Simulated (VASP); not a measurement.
# Ag (Im-3m) in VASP: a series of runs

The runs below take Ag through single point, relaxation of cell and atoms, with PBEsol.

Program: VASP 6.6.1. These are calculated values, not measurements. Logs are shortened: lines on timing, memory, paths and dates and some standing lists are left out, and cuts for length are marked.

### 1 The cell of the first run

It takes space group Im-3m (No. 229, cubic). The conventional cell has a = 3.091 Å, b = 3.091 Å, c = 3.091 Å, α = 90.00°, β = 90.00°, γ = 90.00°. Ag (site symmetry m-3m) has 14 Ag at 2.68 to 3.09 Å within 3.5 Å.

This isn't the form of Ag at room conditions, which is fcc.

### 2 Single point, PBEsol (14.76 Å³/atom)

File INCAR:

```
SYSTEM = Ag
PREC = Accurate ; ENCUT = 520
EDIFF = 1E-7 ; ISMEAR = -1
SIGMA = 0.08 ; LREAL = .FALSE.
LASPH = .TRUE. ; NELM = 60
ALGO = Normal ; ISIF = 2
LWAVE = .FALSE. ; LCHARG = .FALSE.
GGA = PS ; NBANDS = 12
```

File KPOINTS:

```
regular mesh
0
G
  18 18 18
  0 0 0
```

File POSCAR:

```
Ag
1.0
   -1.5454391006      1.5454391006      1.5454391006
    1.5454391006     -1.5454391006      1.5454391006
    1.5454391006      1.5454391006     -1.5454391006
Ag
1
Direct
    0.0000000000      0.0000000000      0.0000000000
```

Potentials or basis: VASP PAW PBE potentials, release 64 (Ag).

Command:

```sh
$ cat potpaw_PBE.64/Ag/POTCAR > POTCAR
$ mpirun -np 1 vasp_std > vasp.out
```

OUTCAR:

```text
SYSTEM = Ag
   PREC = Accurate
   ENCUT = 520
   EDIFF = 1E-7
   ISMEAR = -1
   LREAL = .FALSE.
   LASPH = .TRUE.
   NELM = 60
   ISIF = 2
   GGA = PS

 ion  position               nearest neighbor table
   1  0.000  0.000  0.000-

  LATTYP: Found a body centered cubic cell.
 ALAT       =     3.0908782012

  Lattice vectors:

 A1 = (  -1.5454391006,   1.5454391006,   1.5454391006)
 A2 = (   1.5454391006,  -1.5454391006,   1.5454391006)
 A3 = (   1.5454391006,   1.5454391006,  -1.5454391006)

Analysis of symmetry for initial positions (statically):
=====================================================================
 Subroutine PRICEL returns:
 Original cell was already a primitive cell.

 Routine SETGRP: Setting up the symmetry group for a
 body centered cubic supercell.

 Subroutine GETGRP returns: Found 48 space group operations
 (whereof 48 operations were pure point group operations)
 out of a pool of 48 trial point group operations.

The static configuration has the point symmetry O_h .

Analysis of symmetry for dynamics (positions and initial velocities):
=====================================================================
 Subroutine PRICEL returns:
 Original cell was already a primitive cell.

 Routine SETGRP: Setting up the symmetry group for a
 body centered cubic supercell.

 Subroutine GETGRP returns: Found 48 space group operations
 (whereof 48 operations were pure point group operations)
 out of a pool of 48 trial point group operations.

The dynamic configuration has the point symmetry O_h .

 Subroutine INISYM returns: Found 48 space group operations
 (whereof 48 operations are pure point group operations),
 and found     1 'primitive' translations

----------------------------------------------------------------------------------------

                                     Primitive cell

  volume of cell :      14.7644

  direct lattice vectors                    reciprocal lattice vectors
    -1.545439101  1.545439101  1.545439101     0.000000000  0.323532645  0.323532645
     1.545439101 -1.545439101  1.545439101     0.323532645  0.000000000  0.323532645
     1.545439101  1.545439101 -1.545439101     0.323532645  0.323532645  0.000000000

  length of vectors
     2.676779042  2.676779042  2.676779042     0.457544255  0.457544255  0.457544255

[... 77 lines left out ...]
   NELM   =     60;   NELMIN=  2; NELMDL= -5     # of ELM steps
   EDIFF  = 0.1E-06   stopping-criterion for ELM
   LREAL  =      F    real-space projection
   EDIFFG = 0.1E-05   stopping-criterion for IOM
   NSW    =      0    number of steps for IOM
   IBRION =     -1    ionic relax: 0-MD 1-quasi-New 2-CG
   NFREE  =      0    steps in history (QN), initial steepest desc. (CG)
   ISIF   =      2    stress and relaxation
   ISYM   =      2    0-nonsym 1-usesym 2-fastsym
   POTIM  = 0.5000    time-step for ionic-motion
   TEBEG  =    0.0;   TEEND  =   0.0 temperature during run
   PSTRESS=    0.0 pullay stress
   NELECT =      11.0000    total number of electrons
   NUPDOWN=      -1.0000    fix difference up-down
   EMIN   =  10.00;   EMAX   =-10.00  energy-range for DOS
   EFERMI =   0.00;   METHOD = LEGACY
   ISMEAR =    -1;   SIGMA  =   0.08  broadening in eV -4-tet -1-fermi 0-gaus
   EFERMI_NEDOS =   21; number of points for ismear=-14 and -15
   IALGO  =     38    algorithm
   IMIX   =      4    mixing-type and parameters
     AMIX     =   0.40;   BMIX     =  1.00
     AMIX_MAG =   1.60;   BMIX_MAG =  1.00
  volume/ion in A,a.u.               =      14.76        99.64
  Fermi-wavevector in a.u.,A,eV,Ry     =   1.484114  2.804568 29.968102  2.202593
  Thomas-Fermi vector in A             =   2.597691
   LORBIT       =      0    0 simple, 1 ext, 2 COOP (PROOUT), +10 PAW based schemes
   GGA     = PS    functional components
   LHFCALC =     F    Hartree Fock is set to
   AEXX    =    0.0000 exact exchange contribution
   IVDW    =     0    specifies the selected vdW correction
   LEPSILON=     F    determine dielectric tensor
   LRPA    =     F    only Hartree local field effects (RPA)
 non-spin polarized calculation
  energy-cutoff  :      520.00
  volume of cell :       14.76
 maximum number of plane-waves:       418
   NGX =  9   NGY =  9   NGZ =  9

 number of electron      10.9999997 magnetization

 Free energy of the ion-electron system (eV)
  ---------------------------------------------------
  ext. energy  EPLUGINS =         0.00000000
  ---------------------------------------------------
  free energy    TOTEN  =        -3.15912050 eV

  energy without entropy =       -3.15050744  energy(sigma->0) =       -3.15481397

 E-fermi :  10.4646     XC(G=0): -13.2936

 val. band max:       10.4596378450   @ k =  -0.4444   0.4444   0.1111
 cond. band min:      10.4736455069   @ k =   0.2222   0.1667   0.1111
 fundamental gap:      0.0140076619
 Fermi energy:        10.4645605594

 k-point     1 :       0.0000    0.0000    0.0000
  band No.  band energies     occupation
      1       1.4494      2.00000
      2       4.9002      2.00000
      3       4.9002      2.00000
      4       4.9002      2.00000
      5       6.6055      2.00000
      6       6.6055      2.00000
      7      28.7943      0.00000
      8      28.7943      0.00000
      9      28.7943      0.00000
     10      36.5888      0.00000
     11      36.5888      0.00000
     12      37.6377      0.00000
[... 331 lines left out ...]
 k-point    24 :       0.3889    0.1111   -0.0000
  band No.  band energies     occupation
      1       3.2260      2.00000
      2       3.9926      2.00000
      3       6.3384      2.00000
      4       6.5261      2.00000
      5       7.2900      2.00000
      6      10.4554      1.05744
      7      16.3704      0.00000
      8      23.3019      0.00000
      9      25.6397      0.00000
     10      32.4037      0.00000
     11      35.5392      0.00000
     12      35.9568      0.00000

 [... further k-points ...]
[... 5 lines left out ...]
  --------------------------------------------------------------------------------------
  -------------------------------------------------------------------------------------
  Total        1.9014336      1.9014336      1.9014336      0.0000000      0.0000000     -0.0000000
  in kB      206.3365019    206.3365019    206.3365019      0.0000000      0.0000000     -0.0000000
  external PRESSURE =     206.3365019 kB  Pullay stress =       0.0000000 kB

 VOLUME and BASIS-vectors are now :
 -----------------------------------------------------------------------------
  energy-cutoff  :      520.00
  volume of cell :       14.76
      direct lattice vectors                 reciprocal lattice vectors
    -1.545439101  1.545439101  1.545439101     0.000000000  0.323532645  0.323532645
     1.545439101 -1.545439101  1.545439101     0.323532645  0.000000000  0.323532645
     1.545439101  1.545439101 -1.545439101     0.323532645  0.323532645  0.000000000

 POSITION                                       TOTAL-FORCE (eV/Angst)
 -----------------------------------------------------------------------------------
      0.00000      0.00000      0.00000         0.000000      0.000000      0.000000
 -----------------------------------------------------------------------------------
    total drift:                                0.000000     -0.000000      0.000000

  FREE ENERGIE OF THE ION-ELECTRON SYSTEM (eV)
  ---------------------------------------------------
  free  energy   TOTEN  =        -3.1591204966 eV

  energy  without entropy=       -3.1505074390  energy(sigma->0) =       -3.15481397
```

OSZICAR:

```text
N       E                     dE             d eps       ncg     rms          rms(c)
DAV:   1     0.513972598260E+02    0.51397E+02   -0.54934E+03  4704   0.845E+02
DAV:   2    -0.273399748898E+01   -0.54131E+02   -0.51552E+02  5520   0.201E+02
DAV:   3    -0.355029761464E+01   -0.81630E+00   -0.81576E+00  5404   0.252E+01
DAV:   4    -0.355256829153E+01   -0.22707E-02   -0.22706E-02  5352   0.141E+00
DAV:   5    -0.355258283874E+01   -0.14547E-04   -0.14548E-04  5408   0.997E-02    0.813E+00
DAV:   6    -0.318415884218E+01    0.36842E+00   -0.12751E+00  5516   0.103E+01    0.469E+00
DAV:   7    -0.316483518515E+01    0.19324E-01   -0.26308E-02  5440   0.147E+00    0.246E+00
DAV:   8    -0.315911170760E+01    0.57235E-02   -0.11019E-03  5372   0.285E-01    0.160E-01
DAV:   9    -0.315911825781E+01   -0.65502E-05   -0.90260E-06  5076   0.248E-02    0.190E-02
DAV:  10    -0.315912076154E+01   -0.25037E-05   -0.25419E-06  5496   0.115E-02    0.607E-03
DAV:  11    -0.315912052938E+01    0.23217E-06   -0.10244E-07  3852   0.281E-03    0.621E-04
DAV:  12    -0.315912049664E+01    0.32739E-07   -0.53854E-09  2776   0.651E-04
   1 F= -.31591205E+01 E0= -.31548140E+01  d E =-.861306E-02
```

Run time: 16 s. Hardware: 1 thread of Intel Xeon Platinum 8488C (Sapphire Rapids), shared host; peak memory 0.15 GiB.

What came out:

* Free energy: -3.1591 eV
* Pressure: 20.6 GPa
* Band gap on the k mesh: zero (an odd number of electrons rules out a gap without spin polarisation)

Caveat: the cell stands under pressure; the PAW data sets were made with another functional, which shifts forces and pressure a little.

### 3 Single point, PBEsol

This run uses another cell than the first one, of 16.78 Å³/atom.

File INCAR:

```
ALGO = Normal
EDIFF = 1E-6
ENCUT = 520
GGA = PS
ISIF = 2
ISMEAR = -1
LASPH = T
LCHARG = T
LELF = T
LREAL = F
LVHAR = T
LWAVE = F
NBANDS = 12
NELM = 80
PREC = Accurate
SIGMA = 0.08
```

File KPOINTS:

```
k-points
0
Gamma
  18 18 18
```

File POSCAR:

```
Ag
1.0
   -1.6127151728      1.6127151728      1.6127151728
    1.6127151728     -1.6127151728      1.6127151728
    1.6127151728      1.6127151728     -1.6127151728
Ag
1
Direct
    0.0000000000      0.0000000000      0.0000000000
```

Potentials or basis: VASP PAW PBE potentials, release 64 (Ag).

Command:

```sh
$ cat potpaw_PBE.64/Ag/POTCAR > POTCAR
$ mpirun -np 1 vasp_std > vasp.out
```

Run time: 20 s. Hardware: 1 thread of Intel Xeon Platinum 8488C (Sapphire Rapids), shared host; peak memory 0.16 GiB.

Results (log left out):

```yaml
Free_energy: -3.2712 eV
Pressure: -0.2 GPa
Band_gap_on_the_k_mesh: zero (an odd number of electrons rules out a gap without spin polarisation)
```

Levels at points of the mesh, in eV from the Fermi level:
```csv
k point,band 4,band 5,band 6,band 7,band 8,band 9
"(0.00, 0.00, 0.00)",-4.96,-3.57,-3.57,17.99,17.99,17.99
"(0.50, 0.00, 0.00)",-3.44,-2.52,-0.18,4.24,13.36,14.59
"(0.50, 0.50, 0.50)",-2.78,-2.78,6.89,6.89,6.89,13.04
```

Caveat: the PAW data sets were made with another functional, which shifts forces and pressure a little.

### 4 Single point, PBEsol

This run uses another cell than the first one, of 16.78 Å³/atom.

File INCAR:

```
PREC = Accurate
ENCUT = 520
EDIFF = 1E-7
ISMEAR = -1
SIGMA = 0.08
LREAL = False
LASPH = True
NELM = 100
ALGO = Normal
ISIF = 2
LWAVE = False
LCHARG = False
GGA = PS
NBANDS = 12
```

File KPOINTS:

```
regular mesh
0
Gamma
  18 18 18
```

File POSCAR:

```
Ag
1.0
   -1.6127139858      1.6127139858      1.6127139858
    1.6127139858     -1.6127139858      1.6127139858
    1.6127139858      1.6127139858     -1.6127139858
Ag
1
Direct
    0.0000000000      0.0000000000      0.0000000000
```

Command:

```sh
$ cat potpaw_PBE.64/Ag/POTCAR > POTCAR
$ mpirun -np 1 vasp_std > vasp.out
```

It took 20 s on 1 thread of Intel Xeon Platinum 8488C (Sapphire Rapids), shared host; peak memory 0.16 GiB.

The run converged. Its results:

- Free energy: -3.2712 eV
- Pressure: -0.2 GPa
- Band gap on the k mesh: zero (an odd number of electrons rules out a gap without spin polarisation)

Levels at points of the mesh, in eV from the Fermi level:
| k point | band 4 | band 5 | band 6 | band 7 | band 8 | band 9 |
| --- | --- | --- | --- | --- | --- | --- |
| (0.00, 0.00, 0.00) | -4.96 | -3.57 | -3.57 | 17.99 | 17.99 | 17.99 |
| (0.50, 0.00, 0.00) | -3.44 | -2.52 | -0.18 | 4.24 | 13.36 | 14.59 |
| (0.50, 0.50, 0.50) | -2.78 | -2.78 | 6.89 | 6.89 | 6.89 | 13.04 |

Caveat: the PAW data sets were made with another functional, which shifts forces and pressure a little.

[end of part 1 of 2]
